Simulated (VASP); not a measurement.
Wanted: the native input for a VASP 6.6.1 run.

```yaml
Task: single point
Functional: PBE
Potentials_or_basis: VASP PAW PBE potentials, release 64 (Li_sv)
Cutoff: 520 eV
k_mesh: 12 × 12 × 12
Occupations: fermi-dirac, width 0.05 eV
Spin: no spin polarisation
Dipole_correction: no
Further_INCAR_settings: ALGO = Normal; EDIFF = 1e-06; NBANDS = 8
```

The structure of Li lies in POSCAR:

```
Li
1.0
   -1.7161670000      1.7161670000      1.7161670000
    1.7161670000     -1.7161670000      1.7161670000
    1.7161670000      1.7161670000     -1.7161670000
Li
1
Direct
    0.0000000000      0.0000000000      0.0000000000
```

The input as run:

INCAR

```
SYSTEM = Li
PREC = Accurate
ENCUT = 520
EDIFF = 1E-6
ISMEAR = -1
SIGMA = 0.05
LREAL = .FALSE.
LASPH = .TRUE.
NELM = 60
ALGO = Normal
ISIF = 2
LWAVE = .FALSE.
LCHARG = .TRUE.
GGA = PE
LELF = .TRUE.
LVHAR = .TRUE.
NBANDS = 8
```

KPOINTS

```
regular mesh
0
G
  12 12 12
  0 0 0
```

Potentials or basis: VASP PAW PBE potentials, release 64 (Li_sv).

Launch:

```console
$ cat potpaw_PBE.64/Li_sv/POTCAR > POTCAR
$ mpirun -np 1 vasp_std > vasp.out
```

Run time: 7.3 s on 1 thread of Intel Xeon 8259CL, on a shared host, peak memory 0.13 GiB.
